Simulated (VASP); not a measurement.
# Mo (Im-3m) in VASP: notebook, part 2 of 2

VASP 6.6.1. Earlier steps stand in the parts before.

### Step 4. Relaxation of cell and atoms, RPBE

Input file INCAR:

```
SYSTEM = Mo
ALGO     = Fast           ! electronic algorithm
EDIFF    = 1E-6           ! SCF threshold, eV
EDIFFG   = -0.01          ! ionic threshold
ENCUT    = 600            ! plane-wave cutoff, eV
GGA      = RP             ! functional
IBRION   = 2              ! ionic algorithm
ISIF     = 3              ! what is computed and relaxed
ISMEAR   = -1             ! smearing method
LASPH    = .True.         ! aspherical terms in the spheres
LCHARG   = .False.        ! write CHGCAR
LREAL    = .False.        ! projectors in reciprocal space
LWAVE    = .False.        ! write WAVECAR
NELM     = 100            ! most SCF steps
NSW      = 60             ! ionic steps
PREC     = Accurate       ! precision mode
SIGMA    = 0.05           ! smearing width, eV
```

Input file KPOINTS:

```
k-points
0
Gamma
  12 12 12
  0 0 0
```

Input file POSCAR:

```
Mo
1.0
   -1.5838089719      1.5838089719      1.5838089719
    1.5838089719     -1.5838089719      1.5838089719
    1.5838089719      1.5838089719     -1.5838089719
Mo
1
Direct
    0.0000000000      0.0000000000      0.0000000000
```

Potentials or basis: VASP PAW PBE potentials, release 64 (Mo_sv).

The run is started by

```bash
cat potpaw_PBE.64/Mo_sv/POTCAR > POTCAR
mpirun -np 1 vasp_std > vasp.out
```

OUTCAR:

```text
SYSTEM = Mo
   EDIFF = 1E-6
   EDIFFG = -0.01
   ENCUT = 600
   GGA = RP
   IBRION = 2
   ISIF = 3
   ISMEAR = -1
   LASPH = .True.
   LREAL = .False.
   NELM = 100
   NSW = 60
   PREC = Accurate

 ion  position               nearest neighbor table
   1  0.000  0.000  0.000-

  LATTYP: Found a body centered cubic cell.
 ALAT       =     3.1676179438

  Lattice vectors:

 A1 = (  -1.5838089719,   1.5838089719,   1.5838089719)
 A2 = (   1.5838089719,  -1.5838089719,   1.5838089719)
 A3 = (   1.5838089719,   1.5838089719,  -1.5838089719)

Analysis of symmetry for initial positions (statically):
=====================================================================
 Subroutine PRICEL returns:
 Original cell was already a primitive cell.

 Routine SETGRP: Setting up the symmetry group for a
 body centered cubic supercell.

 Subroutine GETGRP returns: Found 48 space group operations
 (whereof 48 operations were pure point group operations)
 out of a pool of 48 trial point group operations.

The static configuration has the point symmetry O_h .

Analysis of symmetry for dynamics (positions and initial velocities):
[... 367 lines left out ...]
--------------------------------------- Ionic step        7  -------------------------------------------

 number of electron      14.0000002 magnetization

 Free energy of the ion-electron system (eV)
  ---------------------------------------------------
  ext. energy  EPLUGINS =         0.00000000
  ---------------------------------------------------
  free energy    TOTEN  =       -10.37730364 eV

  energy without entropy =      -10.37467815  energy(sigma->0) =      -10.37599089

 E-fermi :  12.2345     XC(G=0): -13.1854

 val. band max:       12.2170407145   @ k =   0.5000   0.5000   0.0833
 cond. band min:      12.2788123235   @ k =  -0.3333   0.3333   0.2500
 fundamental gap:      0.0617716090
 Fermi energy:        12.2345184703

 k-point     1 :       0.0000    0.0000    0.0000
  band No.  band energies     occupation
      1     -49.0173      2.00000
      2     -22.3394      2.00000
      3     -22.3394      2.00000
      4     -22.3394      2.00000
      5       5.1397      2.00000
      6      10.9591      2.00000
      7      10.9591      2.00000
      8      10.9591      2.00000
      9      13.9012      0.00000
     10      13.9012      0.00000
     11      27.0615      0.00000
[... 309 lines left out ...]
 k-point    24 :       0.4167    0.0833    0.0833
  band No.  band energies     occupation
      1     -48.7731      2.00000
      2     -23.5471      2.00000
      3     -22.8138      2.00000
      4     -22.4354      2.00000
      5       7.6624      2.00000
      6       8.9795      2.00000
      7      12.5450      0.00401
      8      14.0729      0.00000
      9      14.5533      0.00000
     10      18.4293      0.00000
     11      23.0273      0.00000

 [... further k-points ...]

------------------------ aborting loop because EDIFF is reached ----------------------------------------

  FORCE on cell =-STRESS in cart. coord.  units (eV):
  Direction    XX          YY          ZZ          XY          YZ          ZX
  --------------------------------------------------------------------------------------
  -------------------------------------------------------------------------------------
  Total       -0.0083274     -0.0083274     -0.0083274     -0.0000000     -0.0000000     -0.0000000
  in kB       -0.8329042     -0.8329042     -0.8329042     -0.0000000     -0.0000000     -0.0000000
  external PRESSURE =      -0.8329042 kB  Pullay stress =       0.0000000 kB
[... 16 lines left out ...]
  FREE ENERGIE OF THE ION-ELECTRON SYSTEM (eV)
  ---------------------------------------------------
  free  energy   TOTEN  =       -10.3773036388 eV

  energy  without entropy=      -10.3746781499  energy(sigma->0) =      -10.37599089

 reached required accuracy - stopping structural energy minimisation
```

OSZICAR:

```text
N       E                     dE             d eps       ncg     rms          rms(c)
DAV:   1     0.101307125223E+03    0.10131E+03   -0.89514E+03  1592   0.145E+03
DAV:   2    -0.938329271986E+01   -0.11069E+03   -0.10703E+03  1728   0.364E+02
DAV:   3    -0.109892829265E+02   -0.16060E+01   -0.15924E+01  1821   0.430E+01
DAV:   4    -0.109935464756E+02   -0.42635E-02   -0.42628E-02  1755   0.266E+00
[... 47 lines left out ...]
RMM:   3    -0.103773014368E+02    0.28289E-06   -0.33472E-06  1194   0.191E-02
   6 F= -.10377301E+02 E0= -.10375988E+02  d E =-.727776E-03
       N       E                     dE             d eps       ncg     rms          rms(c)
DAV:   1    -0.103773117626E+02   -0.10043E-04   -0.17688E-04  1584   0.189E-01    0.293E-02
RMM:   2    -0.103773040578E+02    0.77049E-05   -0.14064E-05  1577   0.410E-02    0.595E-03
RMM:   3    -0.103773036388E+02    0.41899E-06   -0.37677E-06  1224   0.204E-02
   7 F= -.10377304E+02 E0= -.10375991E+02  d E =-.729978E-03
```

It took 58 s on 1 thread of Intel Xeon 8259CL, shared host; peak memory 0.16 GiB.

What came out:

```yaml
Free_energy: -10.3773 eV
Relaxed_volume: 16.02 Å³/atom
Relaxed_cell: a = 2.751 Å, b = 2.751 Å, c = 2.751 Å, α = 109.47°, β = 109.47°, γ = 109.47°
Space_group_after_relaxing_to_0.1_Å: Im-3m (No. 229)
Energy_gained_by_relaxing: 0.7 meV/atom
Ionic_steps: 7
Pressure_after_relaxing: -0.1 GPa
Band_gap_on_the_k_mesh: zero (bands 7 and 8 overlap by 5.15 eV)
```

The path:
```
step  energy change (eV)  largest force (eV/Å)  pressure (GPa)  volume (Å³)
   1              0.0000                0.0000            2.00        15.89
   2              0.0047                0.0000           -5.07        16.35
   3             -0.0007                0.0000            0.32        16.02
   4             -0.0007                0.0000           -0.34        16.03
   5             -0.0007                0.0000           -0.16        16.02
   6             -0.0007                0.0000           -0.13        16.02
   7             -0.0007                0.0000           -0.08        16.02
```

Final structure:
```yaml
crystal:
  lattice:
    - [-1.58801, 1.58801, 1.58801]
    - [1.58801, -1.58801, 1.58801]
    - [1.58801, 1.58801, -1.58801]
  atoms:
    - { symbol: Mo, position: [0.00000, 0.00000, 0.00000] }
```

Levels at points of the mesh, in eV from the Fermi level:
| k point | band 4 | band 5 | band 6 | band 7 | band 8 | band 9 | band 10 | band 11 |
| --- | --- | --- | --- | --- | --- | --- | --- | --- |
| (0.00, 0.00, 0.00) | -34.57 | -7.09 | -1.28 | -1.28 | -1.28 | 1.67 | 1.67 | 14.83 |
| (0.50, 0.00, 0.00) | -34.58 | -5.13 | -3.24 | 1.58 | 1.68 | 2.29 | 4.60 | 11.33 |
| (0.50, 0.50, 0.50) | -35.47 | -5.20 | -5.20 | 3.87 | 3.87 | 3.87 | 8.93 | 8.93 |

Caveat: the PAW data sets were made with another functional, which shifts forces and pressure a little.

### Step 5. Relaxation of cell and atoms, BLYP

Input file INCAR:

```
  PREC = Accurate
  ENCUT = 600
  EDIFF = 1E-6
  ISMEAR = -1
  SIGMA = 0.05
  LREAL = False
  LASPH = True
  NELM = 80
  ALGO = Fast
  ISIF = 3
  LWAVE = False
  LCHARG = False
  GGA = B5
  ALDAX = 1.0
  AGGAX = 1.0
  AGGAC = 1.0
  ALDAC = 0.0
  IBRION = 2
  NSW = 60
  EDIFFG = -0.01
```

Input file KPOINTS:

```
Automatic mesh
0
Gamma
  12 12 12
```

POSCAR is that of step 4.

The run is started by

```bash
cat potpaw_PBE.64/Mo_sv/POTCAR > POTCAR
mpirun -np 1 vasp_std > vasp.out
```

It took 80 s on 1 thread of Intel Xeon 8259CL, shared host; peak memory 0.16 GiB.

The run converged. Its results:

```
Free energy                           : -9.5097 eV
Relaxed volume                        : 16.47 Å³/atom
Relaxed cell                          : a = 2.776 Å, b = 2.776 Å, c = 2.776 Å, α = 109.47°, β = 109.47°, γ = 109.47°
Space group after relaxing (to 0.1 Å) : Im-3m (No. 229)
Energy gained by relaxing             : 15.4 meV/atom
Ionic steps                           : 4
Pressure after relaxing               : -0.1 GPa
Band gap on the k mesh                : zero (bands 7 and 8 overlap by 4.94 eV)
```

The path:
```
step  energy change (eV)  largest force (eV/Å)  pressure (GPa)  volume (Å³)
   1              0.0000                0.0000            8.94        15.89
   2              0.0764                0.0000          -17.38        18.02
   3             -0.0154                0.0000           -0.24        16.48
   4             -0.0154                0.0000           -0.06        16.47
```

Final structure:
```
Mo
1.0
    -1.60265    1.60265    1.60265
     1.60265   -1.60265    1.60265
     1.60265    1.60265   -1.60265
Mo
1
Direct
  0.00000 0.00000 0.00000
```

Levels at points of the mesh, in eV from the Fermi level:
```csv
k point,band 5,band 6,band 7,band 8,band 9,band 10
"(0.00, 0.00, 0.00)",-6.82,-1.30,-1.30,-1.30,1.57,1.57
"(0.50, 0.00, 0.00)",-4.92,-3.16,1.55,1.74,2.13,4.34
"(0.50, 0.50, 0.50)",-4.95,-4.95,3.65,3.65,3.65,8.88
```

Caveat: the PAW data sets were made with another functional, which shifts forces and pressure a little.

### Step 6. Relaxation of cell and atoms, PBE+D3(BJ)

Input file INCAR:

```
PREC     = Accurate       # precision mode
ENCUT    = 600            # plane-wave cutoff, eV
EDIFF    = 1E-6           # SCF threshold, eV
ISMEAR   = -1             # smearing method
SIGMA    = 0.05           # smearing width, eV
LREAL    = F              # projectors in reciprocal space
LASPH    = T              # aspherical terms in the spheres
NELM     = 100            # most SCF steps
ALGO     = Normal         # electronic algorithm
ISIF     = 3              # what is computed and relaxed
LWAVE    = F              # write WAVECAR
LCHARG   = F              # write CHGCAR
GGA      = PE             # functional
IVDW     = 12             # dispersion correction
IBRION   = 2              # ionic algorithm
NSW      = 60             # ionic steps
EDIFFG   = -0.01          # ionic threshold
```

KPOINTS is that of step 5.

POSCAR is that of step 5.

Potentials or basis: VASP PAW PBE potentials, release 64 (Mo_sv).

The run is started by

```bash
cat potpaw_PBE.64/Mo_sv/POTCAR > POTCAR
mpirun -np 1 vasp_std > vasp.out
```

OUTCAR:

```text
PREC = Accurate
   ENCUT = 600
   EDIFF = 1E-6
   ISMEAR = -1
   LREAL = F
   LASPH = T
   NELM = 100
   ISIF = 3
   GGA = PE
   IVDW = 12
   IBRION = 2
   NSW = 60
   EDIFFG = -0.01
 IVDW          = 12

 ion  position               nearest neighbor table
   1  0.000  0.000  0.000-

  LATTYP: Found a body centered cubic cell.
 ALAT       =     3.1676179438

  Lattice vectors:

 A1 = (  -1.5838089719,   1.5838089719,   1.5838089719)
 A2 = (   1.5838089719,  -1.5838089719,   1.5838089719)
 A3 = (   1.5838089719,   1.5838089719,  -1.5838089719)

Analysis of symmetry for initial positions (statically):
=====================================================================
 Subroutine PRICEL returns:
 Original cell was already a primitive cell.

 Routine SETGRP: Setting up the symmetry group for a
 body centered cubic supercell.

 Subroutine GETGRP returns: Found 48 space group operations
 (whereof 48 operations were pure point group operations)
 out of a pool of 48 trial point group operations.

The static configuration has the point symmetry O_h .

Analysis of symmetry for dynamics (positions and initial velocities):
=====================================================================
 Subroutine PRICEL returns:
 Original cell was already a primitive cell.

 Routine SETGRP: Setting up the symmetry group for a
 body centered cubic supercell.

 Subroutine GETGRP returns: Found 48 space group operations
 (whereof 48 operations were pure point group operations)
 out of a pool of 48 trial point group operations.

The dynamic configuration has the point symmetry O_h .

 Subroutine INISYM returns: Found 48 space group operations
 (whereof 48 operations are pure point group operations),
 and found     1 'primitive' translations

----------------------------------------------------------------------------------------

                                     Primitive cell

  volume of cell :      15.8916

  direct lattice vectors                    reciprocal lattice vectors
    -1.583808972  1.583808972  1.583808972     0.000000000  0.315694638  0.315694638
     1.583808972 -1.583808972  1.583808972     0.315694638  0.000000000  0.315694638
     1.583808972  1.583808972 -1.583808972     0.315694638  0.315694638  0.000000000

[... 98 lines left out ...]
   IALGO  =     38    algorithm
   IMIX   =      4    mixing-type and parameters
     AMIX     =   0.40;   BMIX     =  1.00
     AMIX_MAG =   1.60;   BMIX_MAG =  1.00
  volume/ion in A,a.u.               =      15.89       107.24
  Fermi-wavevector in a.u.,A,eV,Ry     =   1.569380  2.965698 33.510508  2.462953
  Thomas-Fermi vector in A             =   2.671271
   LORBIT       =      0    0 simple, 1 ext, 2 COOP (PROOUT), +10 PAW based schemes
   GGA     = PE    functional components
   LHFCALC =     F    Hartree Fock is set to
   AEXX    =    0.0000 exact exchange contribution
   IVDW    =    12    specifies the selected vdW correction
   LEPSILON=     F    determine dielectric tensor
   LRPA    =     F    only Hartree local field effects (RPA)
 conjugate gradient relaxation of ions
 non-spin polarized calculation
  energy-cutoff  :      600.00
  volume of cell :       15.89
 maximum number of plane-waves:       555
 NGX is ok and might be reduce to    24
   NGX = 11   NGY = 11   NGZ = 11

--------------------------------------- Ionic step        1  -------------------------------------------

 number of electron      14.0000002 magnetization

 Free energy of the ion-electron system (eV)
  ---------------------------------------------------
  ext. energy  EPLUGINS =         0.00000000
  ---------------------------------------------------
  free energy    TOTEN  =       -10.95129809 eV

  energy without entropy =      -10.94873641  energy(sigma->0) =      -10.95001725

------------------------ aborting loop because EDIFF is reached ----------------------------------------

 Edisp (eV)   -0.70160

 E8    (eV) :    -0.3305
[... 108 lines left out ...]
--------------------------------------- Ionic step        4  -------------------------------------------

 number of electron      14.0000001 magnetization

 Free energy of the ion-electron system (eV)
  ---------------------------------------------------
  ext. energy  EPLUGINS =         0.00000000
  ---------------------------------------------------
  free energy    TOTEN  =       -10.94112836 eV

  energy without entropy =      -10.93879726  energy(sigma->0) =      -10.93996281

 E-fermi :  12.8249     XC(G=0): -13.4890

 val. band max:       12.7539567282   @ k =  -0.1667   0.2500   0.0833
 cond. band min:      12.8497161148   @ k =   0.5000   0.5000   0.0833
 fundamental gap:      0.0957593866
 Fermi energy:        12.8249243984

 k-point     1 :       0.0000    0.0000    0.0000
  band No.  band energies     occupation
      1     -48.4081      2.00000
      2     -21.6337      2.00000
      3     -21.6337      2.00000
      4     -21.6337      2.00000
      5       5.5842      2.00000
      6      11.4783      2.00000
      7      11.4783      2.00000
      8      11.4783      2.00000
      9      14.5687      0.00000
     10      14.5687      0.00000
     11      27.7346      0.00000
[... 309 lines left out ...]
 k-point    24 :       0.4167    0.0833    0.0833
  band No.  band energies     occupation
      1     -48.1183      2.00000
      2     -23.0159      2.00000
      3     -22.1748      2.00000
      4     -21.7460      2.00000
      5       8.0384      2.00000
      6       9.3890      2.00000
      7      13.2413      0.00048
      8      14.7750      0.00000
      9      15.2833      0.00000
     10      19.3908      0.00000
     11      24.1874      0.00000

 [... further k-points ...]

------------------------ aborting loop because EDIFF is reached ----------------------------------------

 Edisp (eV)   -0.72697

 E8    (eV) :    -0.3427
[... 24 lines left out ...]
  FREE ENERGIE OF THE ION-ELECTRON SYSTEM (eV)
  ---------------------------------------------------
  free  energy   TOTEN  =       -11.6681013890 eV

  energy  without entropy=      -11.6657702953  energy(sigma->0) =      -11.66693584

 reached required accuracy - stopping structural energy minimisation
```

CONTCAR:

```text
Mo
   1.00000000000000
    -1.5659966916584787    1.5659966916584787    1.5659966916584787
     1.5659966916584787   -1.5659966916584787    1.5659966916584787
     1.5659966916584787    1.5659966916584787   -1.5659966916584787
  Mo
     1
Direct
     1.0000000000000000    0.0000000000000000    0.0000000000000000

  0.00000000E+00  0.00000000E+00  0.00000000E+00
```

Run time: 47 s. Hardware: 1 thread of Intel Xeon 8259CL, shared host; peak memory 0.17 GiB.

Results:

- Free energy: -11.6681 eV
- Relaxed volume: 15.36 Å³/atom
- Relaxed cell: a = 2.712 Å, b = 2.712 Å, c = 2.712 Å, α = 109.47°, β = 109.47°, γ = 109.47°
- Space group after relaxing (to 0.1 Å): Im-3m (No. 229)
- Energy gained by relaxing: 15.2 meV/atom
- Ionic steps: 4
- Pressure after relaxing: 0.0 GPa
- Band gap on the k mesh: zero (bands 7 and 8 overlap by 5.48 eV)
- Dispersion energy per atom: -0.727 eV

Step by step:
```
step  energy change (eV)  largest force (eV/Å)  pressure (GPa)  volume (Å³)
   1              0.0000                0.0000           -8.86        15.89
   2              0.1177                0.0000           32.97        13.96
   3             -0.0152                0.0000           -0.38        15.38
   4             -0.0152                0.0000           -0.03        15.36
```

Final structure:
```xyz
1
Lattice="-1.5660 1.5660 1.5660 1.5660 -1.5660 1.5660 1.5660 1.5660 -1.5660" Properties=species:S:1:pos:R:3 pbc="T T T"
Mo   -1.5660    1.5660    1.5660
```

### Step 7. Summary

| level | gap on the mesh (eV) | pressure (GPa) | relaxed volume (Å³/atom) |
| --- | --- | --- | --- |
| PBE | none | 0.0 | 15.80 |
| PBEsol | none | -0.1 | 15.35 |
| RPBE | none | -0.1 | 16.02 |
| BLYP | none | -0.1 | 16.47 |
| PBE+D3(BJ) | none | 0.0 | 15.36 |

Alike in all rows: task relaxation of cell and atoms; potentials or basis VASP PAW PBE potentials, release 64 (Mo_sv); no spin polarisation; cell relaxed; k mesh 12 × 12 × 12; cutoff (eV) 600; smearing fermi-dirac 0.05 eV.

Caveats: the PAW data sets were made with another functional, which shifts forces and pressure a little (at least some runs).

Total energies depend on the potentials used, so only differences within one code and one set of settings carry meaning.
